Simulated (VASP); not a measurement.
Runs of VASP 6.6.1 on TaSi2. The structure is that of space group Fd-3m (No. 227), or close to it. The cells are those of the table. 

```csv
task,cell,k mesh,cutoff (eV),gap on the mesh (eV),pressure (GPa)
single point,"a = 4.913 Å, angles 60.0°, 6 atoms",10 × 10 × 10,520,none,0.0
single point,"a = 4.919 Å, angles 60.0°, 6 atoms",4 × 4 × 4,520,none,(a)
relaxation of cell and atoms,"relaxed from a = 4.919 Å, angles 60.0°, 6 atoms",10 × 10 × 10,600,none,0.0
single point,"a = 4.977 Å, angles 60.0°, 6 atoms",4 × 4 × 4,520,none,-5.6
single point,"a = 4.913 Å, angles 60.0°, 6 atoms",6 × 6 × 6,520,none,-0.3
```

Alike in all rows: level PBE; potentials or basis VASP PAW PBE potentials, release 64 (Ta_pv, Si); no spin polarisation; smearing gaussian 0.1 eV.

Fill in the values left out.

(a) -0.1.

Caveats: some runs use coarse meshes; spin-orbit coupling is left out, which moves the levels of the heavy elements.

A k mesh can miss the band edges, and the runs leave out spin-orbit coupling on Ta.

A gap of «none» marks levels without a gap at the run's occupations.
